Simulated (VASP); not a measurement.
# HgTe (I4/mmm) in VASP: further runs

Runs on HgTe. Level: LDA. Tasks: electric field gradients.

Program: VASP 6.6.1. These are calculated values, not measurements. Logs are shortened: lines on timing, memory, paths and dates and some standing lists are left out, and cuts for length are marked.

### 1 The cell of the first run

The structure is tetragonal, space group I4/mmm (No. 139). Conventional cell: a = 4.132 Å, b = 4.132 Å, c = 5.668 Å, α = 90.00°, β = 90.00°, γ = 90.00°. Within 3.7 Å of Hg (site symmetry 4/mmm) lie 6 Te at 2.83 to 2.92 Å. Te (site symmetry 4/mmm) has 6 Hg at 2.83 to 2.92 Å within 3.7 Å.

### 2 Electric field gradients, LDA (zz strain of -3 %)

Contents of INCAR:

```
SYSTEM = HgTe
PREC = Accurate ; ENCUT = 400
EDIFF = 1E-8 ; ISMEAR = -1
SIGMA = 0.08 ; LREAL = .FALSE.
LASPH = .TRUE. ; NELM = 120
ALGO = Normal ; ISIF = 2
LWAVE = .FALSE. ; LCHARG = .FALSE.
GGA = CA ; LEFG = .TRUE.
NBANDS = 16 ; GGA_COMPAT = .FALSE.
```

Contents of KPOINTS:

```
regular mesh
0
G
  10 10 10
  0 0 0
```

Contents of POSCAR:

```
HgTe
1.0
    0.0000000000      2.9215000000      2.8338550000
    2.9215000000      0.0000000000      2.8338550000
    2.9215000000      2.9215000000      0.0000000000
Hg Te
1 1
Direct
    0.0000000000      0.0000000000      0.0000000000
    0.5000000000      0.5000000000      0.5000000000
```

Potentials or basis: VASP PAW LDA potentials, release 64 (Hg, Te).

On the command line:

```bash
$ cat potpaw_LDA.64/Hg/POTCAR potpaw_LDA.64/Te/POTCAR > POTCAR
$ mpirun -np 1 vasp_std > vasp.out
```

OUTCAR:

```text
SYSTEM = HgTe
   PREC = Accurate
   ENCUT = 400
   EDIFF = 1E-8
   ISMEAR = -1
   LREAL = .FALSE.
   LASPH = .TRUE.
   NELM = 120
   ISIF = 2
   GGA = CA

 ion  position               nearest neighbor table
   1  0.000  0.000  0.000-   2 2.83   2 2.83   2 2.92   2 2.92   2 2.92   2 2.92
   2  0.500  0.500  0.500-   1 2.83   1 2.83   1 2.92   1 2.92   1 2.92   1 2.92

  LATTYP: Found a body centered tetragonal cell.
 ALAT       =     4.1316249225
 C/A-ratio  =     1.3717871555

  Lattice vectors:

 A1 = (   0.0000000000,  -2.9215000000,  -2.8338550000)
 A2 = (   0.0000000000,   2.9215000000,  -2.8338550000)
 A3 = (   2.9215000000,   0.0000000000,   2.8338550000)

Analysis of symmetry for initial positions (statically):
=====================================================================
 Subroutine PRICEL returns:
 Original cell was already a primitive cell.

 Routine SETGRP: Setting up the symmetry group for a
 body centered tetragonal supercell.

 Subroutine GETGRP returns: Found 16 space group operations
 (whereof 16 operations were pure point group operations)
 out of a pool of 16 trial point group operations.

The static configuration has the point symmetry D_4h.

Analysis of symmetry for dynamics (positions and initial velocities):
=====================================================================
 Subroutine PRICEL returns:
 Original cell was already a primitive cell.

 Routine SETGRP: Setting up the symmetry group for a
 body centered tetragonal supercell.

 Subroutine GETGRP returns: Found 16 space group operations
 (whereof 16 operations were pure point group operations)
 out of a pool of 16 trial point group operations.

The dynamic configuration has the point symmetry D_4h.

 Subroutine INISYM returns: Found 16 space group operations
 (whereof 16 operations are pure point group operations),
 and found     1 'primitive' translations

----------------------------------------------------------------------------------------

                                     Primitive cell

  volume of cell :      48.3748

  direct lattice vectors                    reciprocal lattice vectors
     0.000000000  2.921500000  2.833855000    -0.171144960  0.171144960  0.176438103
     2.921500000  0.000000000  2.833855000     0.171144960 -0.171144960  0.176438103
     2.921500000  2.921500000  0.000000000     0.171144960  0.171144960 -0.176438103

  length of vectors
     4.070122407  4.070122407  4.131624922     0.299518945  0.299518945  0.299518945

  position of ions in fractional coordinates (direct lattice)
     0.000000000  0.000000000  0.000000000
     0.500000000  0.500000000  0.500000000

  ion indices of the primitive-cell ions
   primitive index   ion index
                 1           1
                 2           2

----------------------------------------------------------------------------------------

 KPOINTS: regular mesh

Automatic generation of k-mesh.
 Grid dimensions read from file:
 generate k-points for:   10   10   10

 Generating k-lattice:

  Cartesian coordinates                     Fractional coordinates (reciprocal lattice)
    -0.017114496  0.017114496  0.017643810     0.100000000  0.000000000  0.000000000
     0.017114496 -0.017114496  0.017643810     0.000000000  0.100000000  0.000000000
     0.017114496  0.017114496 -0.017643810     0.000000000  0.000000000  0.100000000

  Length of vectors
     0.029951895  0.029951895  0.029951895

  Shift w.r.t. Gamma in fractional coordinates (k-lattice)
     0.000000000  0.000000000  0.000000000

 Subroutine IBZKPT returns following result:
 ===========================================

 Found    102 irreducible k-points:

 Following reciprocal coordinates:
            Coordinates               Weight
  0.000000  0.000000  0.000000      1.000000
  0.100000 -0.000000  0.000000      8.000000
  0.200000 -0.000000  0.000000      8.000000
  0.300000  0.000000  0.000000      8.000000
  0.400000  0.000000  0.000000      8.000000
  0.500000  0.000000  0.000000      4.000000
[... 16 lines left out ...]
  0.300000  0.300000  0.000000      2.000000
  0.400000  0.300000  0.000000      8.000000
 [... further k-points ...]
   k-points           NKPTS =    102   k-points in BZ     NKDIM =    102   number of bands    NBANDS=     16
   number of dos      NEDOS =    301   number of ions     NIONS =      2
   total plane-waves  NPLWV =  21952
   dimension x,y,z NGX =    28 NGY =   28 NGZ =   28
   dimension x,y,z NGXF=    56 NGYF=   56 NGZF=   56
   ions per type =               1   1
   NGX,Y,Z   is equivalent  to a cutoff of  11.44, 11.44, 11.27 a.u.
   NGXF,Y,Z  is equivalent  to a cutoff of  22.87, 22.87, 22.53 a.u.
 SYSTEM =  HgTe
   PREC   = accura    normal or accurate (medium, high low for compatibility)
   ISTART =      0    job   : 0-new  1-cont  2-samecut
   ICHARG =      2    charge: 1-file 2-atom 10-const
   ISPIN  =      1    spin polarized calculation?
   LNONCOLLINEAR =      F non collinear calculations
   LSORBIT =      F    spin-orbit coupling
   LASPH  =      T    aspherical Exc in radial PAW
   ENCUT  =  400.0 eV  29.40 Ry    5.42 a.u.   6.64  6.64  6.74*2*pi/ulx,y,z
   NELM   =    120;   NELMIN=  2; NELMDL= -5     # of ELM steps
   EDIFF  = 0.1E-07   stopping-criterion for ELM
   LREAL  =      F    real-space projection
   EDIFFG = 0.1E-06   stopping-criterion for IOM
   NSW    =      0    number of steps for IOM
   IBRION =     -1    ionic relax: 0-MD 1-quasi-New 2-CG
   NFREE  =      0    steps in history (QN), initial steepest desc. (CG)
   ISIF   =      2    stress and relaxation
   ISYM   =      2    0-nonsym 1-usesym 2-fastsym
   POTIM  = 0.5000    time-step for ionic-motion
   TEBEG  =    0.0;   TEEND  =   0.0 temperature during run
   PSTRESS=    0.0 pullay stress
   NELECT =      18.0000    total number of electrons
   NUPDOWN=      -1.0000    fix difference up-down
   EMIN   =  10.00;   EMAX   =-10.00  energy-range for DOS
   EFERMI =   0.00;   METHOD = LEGACY
   ISMEAR =    -1;   SIGMA  =   0.08  broadening in eV -4-tet -1-fermi 0-gaus
   EFERMI_NEDOS =   21; number of points for ismear=-14 and -15
   IALGO  =     38    algorithm
   IMIX   =      4    mixing-type and parameters
     AMIX     =   0.40;   BMIX     =  1.00
     AMIX_MAG =   1.60;   BMIX_MAG =  1.00
  volume/ion in A,a.u.               =      24.19       163.22
  Fermi-wavevector in a.u.,A,eV,Ry     =   1.177495  2.225144 18.864414  1.386495
  Thomas-Fermi vector in A             =   2.313841
   LORBIT       =      0    0 simple, 1 ext, 2 COOP (PROOUT), +10 PAW based schemes
   GGA     = CA    functional components
   LHFCALC =     F    Hartree Fock is set to
   AEXX    =    0.0000 exact exchange contribution
   IVDW    =     0    specifies the selected vdW correction
   LEPSILON=     F    determine dielectric tensor
   LRPA    =     F    only Hartree local field effects (RPA)
 non-spin polarized calculation
  energy-cutoff  :      400.00
  volume of cell :       48.37
 maximum number of plane-waves:       899
   NGX = 13   NGY = 13   NGZ = 13

 number of electron      18.0000004 magnetization

 Free energy of the ion-electron system (eV)
  ---------------------------------------------------
  ext. energy  EPLUGINS =         0.00000000
  ---------------------------------------------------
  free energy    TOTEN  =        -4.82903480 eV

  energy without entropy =       -4.81545975  energy(sigma->0) =       -4.82224727

 E-fermi :   6.1841     XC(G=0): -10.8952

 val. band max:        6.1571210574   @ k =  -0.3000   0.2000   0.0000
 cond. band min:       6.2734210936   @ k =  -0.2000   0.1000   0.0000
 fundamental gap:      0.1163000363
 Fermi energy:         6.1840888138

 k-point     1 :       0.0000    0.0000    0.0000
  band No.  band energies     occupation
      1      -7.1499      2.00000
      2      -1.2531      2.00000
      3      -1.1941      2.00000
      4      -1.1887      2.00000
      5      -1.1887      2.00000
      6      -1.0945      2.00000
[... 8 lines left out ...]
     15      13.9549      0.00000
     16      13.9898      0.00000

 k-point     2 :       0.1000   -0.0000    0.0000
  band No.  band energies     occupation
      1      -7.0356      2.00000
      2      -1.3074      2.00000
      3      -1.2459      2.00000
      4      -1.1987      2.00000
      5      -1.1632      2.00000
      6      -1.0883      2.00000
[... 8 lines left out ...]
     15      14.3228      0.00000
     16      14.5297      0.00000
[... 387 lines left out ...]
      5      -1.0014      2.00000
      6      -1.0014      2.00000
[... 8 lines left out ...]
     15      17.8307      0.00000
     16      18.7771      0.00000

 k-point    24 :       0.4000    0.3000    0.0000
  band No.  band energies     occupation
      1      -5.8110      2.00000
      2      -1.5558      2.00000
      3      -1.2878      2.00000
      4      -1.1547      2.00000
      5      -0.9154      2.00000
      6      -0.8968      2.00000
[... 8 lines left out ...]
     15      18.4881      0.00000
     16      18.7292      0.00000

 [... further k-points ...]
[... 5 lines left out ...]
  --------------------------------------------------------------------------------------
  -------------------------------------------------------------------------------------
  Total        1.7745067      1.7745067      3.2511959      0.0000000      0.0000000     -0.0000000
  in kB       58.7717766     58.7717766    107.6798204      0.0000000      0.0000000     -0.0000000
  external PRESSURE =      75.0744579 kB  Pullay stress =       0.0000000 kB

 VOLUME and BASIS-vectors are now :
 -----------------------------------------------------------------------------
  energy-cutoff  :      400.00
  volume of cell :       48.37
      direct lattice vectors                 reciprocal lattice vectors
     0.000000000  2.921500000  2.833855000    -0.171144960  0.171144960  0.176438103
     2.921500000  0.000000000  2.833855000     0.171144960 -0.171144960  0.176438103
     2.921500000  2.921500000  0.000000000     0.171144960  0.171144960 -0.176438103

 POSITION                                       TOTAL-FORCE (eV/Angst)
 -----------------------------------------------------------------------------------
      0.00000      0.00000      0.00000        -0.000000      0.000000      0.000000
      2.92150      2.92150      2.83385         0.000000     -0.000000     -0.000000
 -----------------------------------------------------------------------------------
    total drift:                               -0.000000      0.000000      0.000000

  FREE ENERGIE OF THE ION-ELECTRON SYSTEM (eV)
  ---------------------------------------------------
  free  energy   TOTEN  =        -4.8290347979 eV

  energy  without entropy=       -4.8154597462  energy(sigma->0) =       -4.82224727

 Electric field gradients (V/A^2)
---------------------------------------------------------------------
 ion       V_xx      V_yy      V_zz      V_xy      V_xz      V_yz
---------------------------------------------------------------------
   1      32.355    32.355   -64.709     0.000     0.001     0.001
   2     -18.195   -18.195    36.390     0.000    -0.000    -0.000
---------------------------------------------------------------------

 Electric field gradients after diagonalization (V/A^2)
 (convention: |V_zz| > |V_xx| > |V_yy|)
----------------------------------------------------------------------
 ion       V_xx      V_yy      V_zz     asymmetry (V_yy - V_xx)/ V_zz
----------------------------------------------------------------------
   1      32.355    32.354   -64.709       0.000
   2     -18.195   -18.195    36.390       0.000
----------------------------------------------------------------------

           NMR quadrupolar parameters

 Cq : quadrupolar parameter    Cq=e*Q*V_zz/h
 eta: asymmetry parameters     (V_yy - V_xx)/ V_zz
 Q  : nuclear electric quadrupole moment in mb (millibarn)
----------------------------------------------------------------------
 ion       Cq(MHz)       eta       Q (mb)
----------------------------------------------------------------------
   1      -0.156       0.000       1.000
   2       0.088       0.000       1.000
----------------------------------------------------------------------
```

It took 70 s on 1 thread of Intel Xeon Platinum 8375C at 2.90GHz (Ice Lake), shared host; peak memory 0.18 GiB.

Results:

* Free energy: -4.8290 eV
* Pressure: 7.5 GPa
* Band gap on the k mesh: zero (band 9 reaches 6.78 eV, above the bottom of band 10 at 3.13 eV)

Levels at points of the mesh, in eV from the Fermi level:
```csv
k point,band 7,band 8,band 9,band 10,band 11,band 12
"(0.00, 0.00, 0.00)",-1.12,-0.88,-0.88,-0.28,7.70,7.72
"(0.50, 0.00, 0.00)",-6.21,0.36,0.59,2.33,3.52,3.84
"(0.50, 0.50, 0.00)",-5.43,-3.20,-3.05,-3.05,4.47,9.91
"(0.50, 0.00, 0.50)",-5.43,-3.08,-2.93,-2.75,4.66,9.54
```

Electric field gradients, principal values (V/Å²):
| atom | least | middle | greatest (by size) |
| --- | --- | --- | --- |
| 1 Hg | 32.354 | 32.355 | -64.709 |
| 2 Te | -18.195 | -18.195 | 36.390 |

Caveat: the cell differs from its parent crystal (zz strain of -3 %); without QUAD_EFG the Cq values of the log hold for a quadrupole moment of 1 mb, not for the nuclei; spin-orbit coupling is left out, which moves the levels of the heavy elements.

### 3 Electric field gradients, LDA (zz strain of -3 %)

Contents of INCAR:

```
ALGO = Normal
EDIFF = 1E-8
ENCUT = 400
GGA = CA
GGA_COMPAT = False
ISIF = 2
ISMEAR = -1
LASPH = True
LCHARG = False
LEFG = True
LREAL = False
LWAVE = False
NBANDS = 16
NELM = 120
PREC = Accurate
SIGMA = 0.08
```

Contents of KPOINTS:

```
k-points
0
Gamma
  10 10 10
```

POSCAR is that of step 2.

Potentials or basis: VASP PAW LDA potentials, release 64 (Hg, Te).

On the command line:

```bash
$ cat potpaw_LDA.64/Hg/POTCAR potpaw_LDA.64/Te/POTCAR > POTCAR
$ mpirun -np 1 vasp_std > vasp.out
```

OUTCAR:

```text
EDIFF = 1E-8
   ENCUT = 400
   GGA = CA
   ISIF = 2
   ISMEAR = -1
   LASPH = True
   LREAL = False
   NELM = 120
   PREC = Accurate

 ion  position               nearest neighbor table
   1  0.000  0.000  0.000-   2 2.83   2 2.83   2 2.92   2 2.92   2 2.92   2 2.92
   2  0.500  0.500  0.500-   1 2.83   1 2.83   1 2.92   1 2.92   1 2.92   1 2.92

  LATTYP: Found a body centered tetragonal cell.
 ALAT       =     4.1316249225
 C/A-ratio  =     1.3717871555

  Lattice vectors:

 A1 = (   0.0000000000,  -2.9215000000,  -2.8338550000)
 A2 = (   0.0000000000,   2.9215000000,  -2.8338550000)
 A3 = (   2.9215000000,   0.0000000000,   2.8338550000)
[... 667 lines left out ...]
  free  energy   TOTEN  =        -4.8290347979 eV

  energy  without entropy=       -4.8154597462  energy(sigma->0) =       -4.82224727

 Electric field gradients (V/A^2)
---------------------------------------------------------------------
 ion       V_xx      V_yy      V_zz      V_xy      V_xz      V_yz
---------------------------------------------------------------------
   1      32.355    32.355   -64.709     0.000     0.001     0.001
   2     -18.195   -18.195    36.390     0.000    -0.000    -0.000
---------------------------------------------------------------------

 Electric field gradients after diagonalization (V/A^2)
 (convention: |V_zz| > |V_xx| > |V_yy|)
----------------------------------------------------------------------
 ion       V_xx      V_yy      V_zz     asymmetry (V_yy - V_xx)/ V_zz
----------------------------------------------------------------------
   1      32.355    32.354   -64.709       0.000
   2     -18.195   -18.195    36.390       0.000
----------------------------------------------------------------------

           NMR quadrupolar parameters

 Cq : quadrupolar parameter    Cq=e*Q*V_zz/h
 eta: asymmetry parameters     (V_yy - V_xx)/ V_zz
 Q  : nuclear electric quadrupole moment in mb (millibarn)
----------------------------------------------------------------------
 ion       Cq(MHz)       eta       Q (mb)
----------------------------------------------------------------------
   1      -0.156       0.000       1.000
   2       0.088       0.000       1.000
----------------------------------------------------------------------
```

stdout:

```text
POSCAR found type information on POSCAR HgTe
 POSCAR found :  2 types and       2 ions
 scaLAPACK will be used
 LDA part: xc-table for (Slater(with rela. corr.)+CA(PZ))
 , standard interpolation
 POSCAR, INCAR and KPOINTS ok, starting setup
 FFT: planning ... GRIDC
 FFT: planning ... GRID_SOFT
 FFT: planning ... GRID
 WAVECAR not read
 entering main loop
ion   1

ion   2
```

It took 75 s on 1 thread of Intel Xeon Platinum 8375C at 2.90GHz (Ice Lake), shared host; peak memory 0.18 GiB.

Results:

| Item | Value |
| --- | --- |
| Free energy | -4.8290 eV |
| Pressure | 7.5 GPa |
| Band gap on the k mesh | zero (band 9 reaches 6.78 eV, above the bottom of band 10 at 3.13 eV) |

Electric field gradients, principal values (V/Å²):
| atom | least | middle | greatest (by size) |
| --- | --- | --- | --- |
| 1 Hg | 32.354 | 32.355 | -64.709 |
| 2 Te | -18.195 | -18.195 | 36.390 |

Caveat: the cell differs from its parent crystal (zz strain of -3 %); without QUAD_EFG the Cq values of the log hold for a quadrupole moment of 1 mb, not for the nuclei; spin-orbit coupling is left out, which moves the levels of the heavy elements.
